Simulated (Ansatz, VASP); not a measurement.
## Nb: VASP beside Ansatz

```
Nb
1.0
     3.04885    0.00000    0.00000
    -1.52442    2.64038    0.00000
     0.00000    0.00000    4.94844
Nb
2
Direct
  0.33333 0.66667 0.25000
  0.66667 0.33333 0.75000
```

Alike in both runs: task relaxation of cell and atoms; functional PBEsol; k mesh 6 × 6 × 4; occupations gaussian, width 0.1 eV; no spin polarisation.

|  | VASP | Ansatz |
| --- | --- | --- |
| version | VASP 6.6.1 | Ansatz 0.2.0 |
| potentials or method | VASP PAW PBE potentials, release 64 (Nb_sv), cutoff 500 eV | scalar-relativistic, plane waves, PAW |
| valence electrons in the cell | 26 | 26 |

```tsv
	VASP	Ansatz	Ansatz less VASP
gap on the k mesh at the Fermi level, each at its own relaxed structure (eV)	none	none	-
relaxed volume (Å³/atom)	17.82	17.86	+0.038
relaxed cell length with the largest relative difference (Å)	2.796	2.801	+0.0043
```

VASP's potentials were made for PBE, not for PBEsol. A gap of «none» marks a metal or a gap that the smearing closes.

The k mesh is coarse, so the values compare programs but aren't converged.
